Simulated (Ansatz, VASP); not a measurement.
InAs in VASP and in Ansatz

INCAR

```
SYSTEM = InAs
ALGO = Normal
EDIFF = 1E-6
ENCUT = 520
GGA = PE
ISIF = 2
ISMEAR = 0
LASPH = .TRUE.
LCHARG = .FALSE.
LREAL = .FALSE.
LWAVE = .FALSE.
NBANDS = 16
NELM = 100
PREC = Accurate
SIGMA = 0.15
```

Contents of KPOINTS:

```
k-points
0
G
  18 18 18
  0 0 0
```

The input POSCAR:

```
InAs
1.0
    0.0000000000      3.2655794194      2.7757425065
    3.2655794194      0.0000000000      2.7757425065
    3.2655794194      3.2655794194      0.0000000000
In As
1 1
Direct
    0.0000000000      0.0000000000      0.0000000000
    0.7500000000      0.7500000000      0.7500000000
```

Input for Ansatz:

```yaml
crystal:
  lattice:
    - [0.0, 3.2655794194, 2.7757425065]
    - [3.2655794194, 0.0, 2.7757425065]
    - [3.2655794194, 3.2655794194, 0.0]
  atoms:
    - { symbol: In, position: [0.0, 0.0, 0.0] }
    - { symbol: As, position: [0.75, 0.75, 0.75] }
basis:
  ecutwfc: 420
kpoints:
  mp_grid: { grid: [18, 18, 18] }
hamiltonian:
  xc: pbe
scf:
  occupations: { method: gaussian, width: 0.15 }
output:
  forces: true
  stress: true
  eigenvalues: true
```

Alike in both runs: task single point; functional PBE; k mesh 18 × 18 × 18; occupations gaussian, width 0.15 eV; no spin polarisation.

```csv
,VASP,Ansatz
version,VASP 6.6.1,Ansatz 0.2.0
potentials or method,"VASP PAW PBE potentials, release 64 (In_d, As), cutoff 520 eV","scalar-relativistic, plane waves, PAW"
valence electrons in the cell,18,28
```

```csv
,VASP,Ansatz,Ansatz less VASP
gap on the k mesh at the Fermi level (eV),0.10,0.10,0.000
least direct gap on the mesh (eV),0.11,0.11,-0.001
pressure (GPa),-0.4,-0.4,-0.04
"traceless stress, the component that is largest in VASP (GPa)",2.60,2.60,+0.005
```

VASP's potentials hold 18 valence electrons a cell and Ansatz's 28, so a difference there can come from the potentials and not from the codes.
